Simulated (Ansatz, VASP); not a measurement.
One calculation of Sc3Al, two programs

```
Sc Al
1.0
     4.37479    0.00000    0.00000
     0.00000    4.37479    0.00000
     0.00000    0.00000    4.37479
Sc Al
3 1
Direct
  0.50000 0.95428 0.50000
  0.00000 0.52132 0.50000
  0.50000 0.52132 0.00000
  0.00000 0.00513 0.00000
```

Change from the starting cell: mode 10 (252.5 1/cm) frozen in, largest displacement -0.200 Å.

Alike in both runs: task single point; functional PBEsol; k mesh 12 × 12 × 12; occupations gaussian, width 0.15 eV; no spin polarisation.

```csv
,VASP,Ansatz
version,VASP 6.6.1,Ansatz 0.2.0
potentials or method,"VASP PAW PBE potentials, release 64 (Sc_sv, Al), cutoff 520 eV","scalar-relativistic, plane waves, PAW"
valence electrons in the cell,36,36
```

VASP gave:

| Quantity | Value |
| --- | --- |
| gap on the k mesh at the Fermi level (eV) | none |
| pressure (GPa) | 1.0 |
| traceless stress, the component that is largest in VASP (GPa) | -0.33 |
| rms of the force components (eV/Å) | 0.718 |

Task: Estimate Ansatz's values.

Result: gap on the k mesh at the Fermi level (eV): none; pressure (GPa): 0.9; traceless stress, the component that is largest in VASP (GPa): -0.33; rms of the force components (eV/Å): 0.715.

VASP's potentials were made for PBE, not for PBEsol. Atom by atom the forces differ by 0.004 eV/Å (rms over components). A gap of «none» marks a metal or a gap that the smearing closes.
